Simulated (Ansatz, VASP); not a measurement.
## CdS: VASP beside Ansatz

INCAR

```
SYSTEM = CdS
  ALGO = Normal
  EDIFF = 1E-6
  ENCUT = 520
  GGA = PE
  ISIF = 2
  ISMEAR = 0
  LASPH = .True.
  LCHARG = .False.
  LREAL = .False.
  LWAVE = .False.
  NBANDS = 66
  NELM = 80
  PREC = Accurate
  SIGMA = 0.1
```

The input KPOINTS:

```
k-points
0
Gamma
  3 3 2
  0 0 0
```

Contents of POSCAR:

```
CdS
1.0
    6.6037307818      0.0000000000      0.0000000000
   -3.3018653909      5.7189986168      0.0000000000
    0.0000000000      0.0000000000      8.0042942536
Cd S
6 6
Direct
    0.6201617973      0.0000000000      0.3333333333
    0.6201617973      0.0000000000      0.8333333333
    1.0000000000      0.6201617973      0.1666666667
    1.0000000000      0.6201617973      0.6666666667
    0.3798382027      0.3798382027      0.0000000000
    0.3798382027      0.3798382027      0.5000000000
    0.3693234568      0.0000000000      0.0833333333
    0.3693234568      0.0000000000      0.5833333333
    1.0000000000      0.3693234568      0.4166666667
    1.0000000000      0.3693234568      0.9166666667
    0.6306765432      0.6306765432      0.2500000000
    0.6306765432      0.6306765432      0.7500000000
```

Input for Ansatz:

```yaml
crystal:
  lattice:
    - [6.6037307818, 0.0, 0.0]
    - [-3.3018653909, 5.7189986168, 0.0]
    - [0.0, 0.0, 8.0042942536]
  atoms:
    - { symbol: Cd, position: [0.6201617973, 0.0, 0.3333333333] }
    - { symbol: Cd, position: [0.6201617973, 0.0, 0.8333333333] }
    - { symbol: Cd, position: [1.0, 0.6201617973, 0.1666666667] }
    - { symbol: Cd, position: [1.0, 0.6201617973, 0.6666666667] }
    - { symbol: Cd, position: [0.3798382027, 0.3798382027, 0.0] }
    - { symbol: Cd, position: [0.3798382027, 0.3798382027, 0.5] }
    - { symbol: S, position: [0.3693234568, 0.0, 0.0833333333] }
    - { symbol: S, position: [0.3693234568, 0.0, 0.5833333333] }
    - { symbol: S, position: [1.0, 0.3693234568, 0.4166666667] }
    - { symbol: S, position: [1.0, 0.3693234568, 0.9166666667] }
    - { symbol: S, position: [0.6306765432, 0.6306765432, 0.25] }
    - { symbol: S, position: [0.6306765432, 0.6306765432, 0.75] }
basis:
  ecutwfc: 420
kpoints:
  mp_grid: { grid: [3, 3, 2] }
hamiltonian:
  xc: pbe
scf:
  occupations: { method: gaussian, width: 0.1 }
  lower_state_search: "off"
output:
  forces: true
  stress: true
  eigenvalues: true
```

Alike in both runs: task single point; functional PBE; k mesh 3 × 3 × 2; occupations gaussian, width 0.1 eV; no spin polarisation.

|  | VASP | Ansatz |
| --- | --- | --- |
| version | VASP 6.6.1 | Ansatz 0.2.0 |
| potentials or method | VASP PAW PBE potentials, release 64 (Cd, S), cutoff 520 eV | scalar-relativistic, plane waves, PAW |
| valence electrons in the cell | 108 | 156 |

```csv
,VASP,Ansatz,Ansatz less VASP
gap on the k mesh at the Fermi level (eV),0.98,0.98,0.000
least direct gap on the mesh (eV),0.98,0.98,0.000
pressure (GPa),0.3,0.0,-0.30
"traceless stress, the component that is largest in VASP (GPa)",0.10,0.10,+0.007
rms of the force components (eV/Å),0.004,0.001,-0.0031
```

Atom by atom the forces differ by 0.004 eV/Å (rms over components). VASP's potentials hold 108 valence electrons a cell and Ansatz's 156, so a difference there can come from the potentials and not from the codes.
